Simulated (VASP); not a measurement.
SnIr3:

```
Sn Ir
1.0
     3.10431    0.00000    0.00000
     0.00000    3.10431    0.00000
     0.00000    0.00000    7.74219
Sn Ir
1 3
Direct
  0.00000 0.00000 0.00000
  0.00000 0.50000 0.77239
  0.50000 0.00000 0.22761
  0.00000 0.00000 0.50000
```

| Property | Result |
| --- | --- |
| Program | VASP 6.6.1 |
| Task | relaxation of cell and atoms |
| Functional | PBE |
| Potentials or basis | VASP PAW PBE potentials, release 64 (Sn_d, Ir) |
| Cutoff | 600 eV |
| k mesh | 6 × 6 × 2 |
| Occupations | gaussian, width 0.1 eV |
| Spin | no spin polarisation |

At the start: pressure 20.8 GPa; volume 18.65 Å³/atom.

Problem. Where does the relaxation end?

Solution. Over 11 steps the energy falls by 911.3 meV/atom and the volume is 17.84 Å³/atom (-4.4 %); space group P-4m2 (No. 115, to 0.05 Å).

Step by step:
```
step  energy change (eV)  largest force (eV/Å)  pressure (GPa)  volume (Å³)
   1              0.0000                7.8063           20.78        74.61
   2             -0.0198                1.0889          -27.04       101.76
   3             -2.4252                1.1011          -18.04        85.68
   4             -2.4908                1.3767          -15.65        84.27
   5             -2.5042                1.6537          -13.40        83.16
   6             -3.4942                1.1189            9.27        69.70
   7             -3.5306                0.6572            4.11        71.50
   8             -3.5823                0.1094           -2.11        71.77
   9             -3.6386                0.3130           -0.21        71.71
  10             -3.6441                0.1419            0.00        71.51
  11             -3.6453                0.0065            0.22        71.35
```

Final structure:
```xyz
4
Lattice="2.8247 0.0000 0.0000 0.0000 2.8247 0.0000 0.0000 0.0000 8.9418" Properties=species:S:1:pos:R:3 pbc="T T T"
Sn    0.0000    0.0000    0.0000
Ir    0.0000    1.4124    6.6054
Ir    1.4124    2.8247    2.3364
Ir    0.0000    0.0000    4.4709
```

Caveat: the k points lie up to 0.37 Å⁻¹ apart in the final cell.
